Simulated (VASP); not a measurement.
# Os (R-3m) in VASP: single point with PBE

Aim: the single point of Os with PBE.

All numbers are computed with VASP 6.6.1; they aren't measurements. Logs are shortened: lines on timing, memory, paths and dates and some standing lists are left out, and cuts for length are marked.

### 1 The cell of the first run

It takes space group R-3m (No. 166, trigonal). Conventional cell: a = 2.855 Å, b = 2.855 Å, c = 6.320 Å, α = 90.00°, β = 90.00°, γ = 120.00°. Within 3.5 Å of Os (site symmetry -3m) lie 12 Os at 2.67 to 2.85 Å.

### 2 Single point, PBE

INCAR

```
SYSTEM = Os
ALGO = Normal
EDIFF = 1E-6
ENCUT = 600
GGA = PE
GGA_COMPAT = .False.
ISIF = 2
ISMEAR = 0
ISYM = 0
LASPH = .True.
LCHARG = .False.
LREAL = .False.
LWAVE = .False.
NBANDS = 10
NELM = 120
PREC = Accurate
SIGMA = 0.1
```

KPOINTS

```
k-points
0
Gamma
  12 12 16
  0 0 0
```

POSCAR

```
Os
1.0
    2.8545944809      0.0000000000      0.0000000000
   -1.4272972405      2.4721513380      0.0000000000
    1.4272972405      0.8240504460      2.1067089296
Os
1
Direct
    0.0000000000      0.0000000000      0.0000000000
```

Potentials or basis: VASP PAW PBE potentials, release 64 (Os).

Launch:

```
> cat potpaw_PBE.64/Os/POTCAR > POTCAR
> mpirun -np 1 vasp_std > vasp.out
```

OUTCAR:

```text
SYSTEM = Os
   EDIFF = 1E-6
   ENCUT = 600
   GGA = PE
   ISIF = 2
   ISMEAR = 0
   ISYM = 0
   LASPH = .True.
   LREAL = .False.
   NELM = 120
   PREC = Accurate

 ion  position               nearest neighbor table
   1  0.000  0.000  0.000-

IMPORTANT INFORMATION: All symmetrisations will be switched off!
NOSYMM: (Re-)initialisation of all symmetry stuff for point group C_1.

----------------------------------------------------------------------------------------

                                     Primitive cell

  volume of cell :      14.8670

  direct lattice vectors                    reciprocal lattice vectors
     2.854594481  0.000000000  0.000000000     0.350312455  0.202252990 -0.316449348
    -1.427297240  2.472151338  0.000000000     0.000000000  0.404505980 -0.158224674
     1.427297240  0.824050446  2.106708930     0.000000000  0.000000000  0.474674022

  length of vectors
     2.854594481  2.854594481  2.674782059     0.513580838  0.434350245  0.474674022

  position of ions in fractional coordinates (direct lattice)
     0.000000000  0.000000000  0.000000000

  ion indices of the primitive-cell ions
   primitive index   ion index
                 1           1

----------------------------------------------------------------------------------------

 KPOINTS: k-points

Automatic generation of k-mesh.
 Grid dimensions read from file:
 generate k-points for:   12   12   16

 Generating k-lattice:

  Cartesian coordinates                     Fractional coordinates (reciprocal lattice)
     0.029192705  0.016854416 -0.026370779     0.083333333 -0.000000000  0.000000000
     0.000000000  0.033708832 -0.013185389     0.000000000  0.083333333  0.000000000
     0.000000000  0.000000000  0.029667126     0.000000000  0.000000000  0.062500000

  Length of vectors
     0.042798403  0.036195854  0.029667126

  Shift w.r.t. Gamma in fractional coordinates (k-lattice)
     0.000000000  0.000000000  0.000000000

 -----------------------------------------------------------------------------
|                                                                             |
|           W    W    AA    RRRRR   N    N  II  N    N   GGGG   !!!           |
|           W    W   A  A   R    R  NN   N  II  NN   N  G    G  !!!           |
|           W    W  A    A  R    R  N N  N  II  N N  N  G       !!!           |
|           W WW W  AAAAAA  RRRRR   N  N N  II  N  N N  G  GGG   !            |
|           WW  WW  A    A  R   R   N   NN  II  N   NN  G    G                |
|           W    W  A    A  R    R  N    N  II  N    N   GGGG   !!!           |
|                                                                             |
|     Your reciprocal lattice and k-lattice belong to different lattice       |
[... 73 lines left out ...]
   NELECT =       8.0000    total number of electrons
   NUPDOWN=      -1.0000    fix difference up-down
   EMIN   =  10.00;   EMAX   =-10.00  energy-range for DOS
   EFERMI =   0.00;   METHOD = LEGACY
   ISMEAR =     0;   SIGMA  =   0.10  broadening in eV -4-tet -1-fermi 0-gaus
   EFERMI_NEDOS =   21; number of points for ismear=-14 and -15
   IALGO  =     38    algorithm
   IMIX   =      4    mixing-type and parameters
     AMIX     =   0.40;   BMIX     =  1.00
     AMIX_MAG =   1.60;   BMIX_MAG =  1.00
  volume/ion in A,a.u.               =      14.87       100.33
  Fermi-wavevector in a.u.,A,eV,Ry     =   1.331568  2.516299 24.124143  1.773074
  Thomas-Fermi vector in A             =   2.460570
   LORBIT       =      0    0 simple, 1 ext, 2 COOP (PROOUT), +10 PAW based schemes
   GGA     = PE    functional components
   LHFCALC =     F    Hartree Fock is set to
   AEXX    =    0.0000 exact exchange contribution
   IVDW    =     0    specifies the selected vdW correction
   LEPSILON=     F    determine dielectric tensor
   LRPA    =     F    only Hartree local field effects (RPA)
 non-spin polarized calculation
 Gauss-broadening in eV      SIGMA  =   0.10
  energy-cutoff  :      600.00
  volume of cell :       14.87
 maximum number of plane-waves:       509
   NGX = 11   NGY = 11   NGZ = 11

 number of electron       8.0000000 magnetization

 Free energy of the ion-electron system (eV)
  ---------------------------------------------------
  ext. energy  EPLUGINS =         0.00000000
  ---------------------------------------------------
  free energy    TOTEN  =       -10.91770181 eV

  energy without entropy =      -10.91204410  energy(sigma->0) =      -10.91487296

 E-fermi :   8.5239     XC(G=0): -13.6950

 val. band max:        8.5158213242   @ k =   0.0000   0.3333   0.5000
 cond. band min:       8.5274331790   @ k =   0.3333  -0.0833   0.4375
 fundamental gap:      0.0116118548
 Fermi energy:         8.5238887365

 k-point     1 :       0.0000    0.0000    0.0000
  band No.  band energies     occupation
      1      -1.8185      2.00000
      2       5.0213      2.00000
      3       5.0253      2.00000
      4       6.8844      2.00000
      5       8.6676      0.04216
      6       8.6681      0.04143
      7      22.6656      0.00000
      8      27.2989      0.00000
      9      27.3019      0.00000
     10      30.5531      0.00000
[... 287 lines left out ...]
 k-point    24 :       0.3333    0.1667    0.0000
  band No.  band energies     occupation
      1       2.0892      2.00000
      2       2.8039      2.00000
      3       7.1709      2.00000
      4       9.2508      0.00000
      5      10.8010      0.00000
      6      13.3087      0.00000
      7      17.4618      0.00000
      8      22.5091      0.00000
      9      24.2430      0.00000
     10      30.7020      0.00000

 [... further k-points ...]

------------------------ aborting loop because EDIFF is reached ----------------------------------------

  FORCE on cell =-STRESS in cart. coord.  units (eV):
  Direction    XX          YY          ZZ          XY          YZ          ZX
  --------------------------------------------------------------------------------------
  -------------------------------------------------------------------------------------
  Total       -2.5155331     -2.4998717      2.6619317     -0.0135629      0.0019604      0.0033956
  in kB     -271.0919370   -269.4041604    286.8689032     -1.4616371      0.2112675      0.3659309
  external PRESSURE =     -84.5423981 kB  Pullay stress =       0.0000000 kB

 VOLUME and BASIS-vectors are now :
 -----------------------------------------------------------------------------
  energy-cutoff  :      600.00
  volume of cell :       14.87
      direct lattice vectors                 reciprocal lattice vectors
     2.854594481  0.000000000  0.000000000     0.350312455  0.202252990 -0.316449348
    -1.427297240  2.472151338  0.000000000     0.000000000  0.404505980 -0.158224674
     1.427297240  0.824050446  2.106708930     0.000000000  0.000000000  0.474674022

 POSITION                                       TOTAL-FORCE (eV/Angst)
 -----------------------------------------------------------------------------------
      0.00000      0.00000      0.00000        -0.000000      0.000000      0.000000
 -----------------------------------------------------------------------------------
    total drift:                               -0.000000      0.000000      0.000000

  FREE ENERGIE OF THE ION-ELECTRON SYSTEM (eV)
  ---------------------------------------------------
  free  energy   TOTEN  =       -10.9177018075 eV

  energy  without entropy=      -10.9120441028  energy(sigma->0) =      -10.91487296
```

Wall time 2.2 min (1 thread of Intel Xeon 8259CL, shared host); peak memory 0.34 GiB.

Results:

| Quantity | Value |
| --- | --- |
| Free energy | -10.9177 eV |
| Pressure | -8.5 GPa |
| Band gap on the k mesh | zero (bands 4 and 5 overlap by 3.89 eV) |

Stress tensor (GPa, compression positive):
```
-27.11  -0.15   0.04
 -0.15 -26.94   0.02
  0.04   0.02  28.69
```

Levels at points of the mesh, in eV from the Fermi level:
| k point | band 1 | band 2 | band 3 | band 4 | band 5 | band 6 | band 7 | band 8 | band 9 |
| --- | --- | --- | --- | --- | --- | --- | --- | --- | --- |
| (0.00, 0.00, 0.00) | -10.34 | -3.50 | -3.50 | -1.64 | 0.14 | 0.14 | 14.14 | 18.78 | 18.78 |
| (0.50, 0.00, 0.00) | -7.05 | -6.40 | 1.82 | 2.23 | 2.61 | 3.18 | 10.64 | 11.45 | 13.17 |
| (0.00, 0.50, 0.00) | -7.29 | -3.72 | -1.88 | -0.56 | 1.44 | 2.39 | 7.94 | 14.13 | 18.93 |
| (0.50, 0.50, 0.00) | -7.29 | -3.72 | -1.88 | -0.56 | 1.44 | 2.39 | 7.94 | 14.13 | 18.93 |
| (0.00, 0.00, 0.50) | -7.06 | -3.30 | -3.30 | 0.87 | 2.63 | 2.63 | 9.76 | 12.90 | 18.50 |
| (0.50, 0.00, 0.50) | -7.29 | -3.72 | -1.88 | -0.56 | 1.44 | 2.39 | 7.93 | 14.13 | 18.93 |
| (0.00, 0.50, 0.50) | -7.05 | -6.40 | 1.82 | 2.23 | 2.61 | 3.17 | 10.64 | 11.45 | 13.17 |
| (0.50, 0.50, 0.50) | -7.05 | -6.40 | 1.82 | 2.23 | 2.61 | 3.17 | 10.64 | 11.45 | 13.17 |

Caveat: the cell stands under tension; spin-orbit coupling is left out, which moves the levels of the heavy elements.
